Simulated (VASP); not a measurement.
Co:

```
Co
1.0
     2.20854    0.00000    0.00000
    -1.10427    1.91265    0.00000
     0.00000    0.00000    3.60781
Co
2
Direct
  0.66667 0.33333 0.25986
  0.33333 0.66667 0.74014
```

This cell differs from its parent crystal: volume scaled by 0.7.

Base run:

```yaml
Program: VASP 6.6.1
Functional: PBE
Potentials_or_basis: VASP PAW PBE potentials, release 64 (Co)
Cutoff: 520 eV
k_mesh: 15 × 15 × 8
Occupations: fermi-dirac, width 0.08 eV
Spin: collinear spin, ferromagnetic start
Starting_moments: "[2.0, 2.0] μB"
```

Its results: pressure 159.2 GPa; largest force 2.304 eV/Å.

Question: The run is repeated on the same cell with these changes: spin from collinear spin, ferromagnetic start to no spin polarisation; further incar settings from ALGO = Normal; EDIFF = 1e-06; NBANDS = 20 to ALGO = Normal; EDIFF = 1e-06; NBANDS = 16. What comes out?

Answer: Pressure 157.1 GPa; largest force 2.291 eV/Å.

Caveats: forces of over 1 eV/Å act on the atoms, so gaps and moduli don't describe the material at rest.
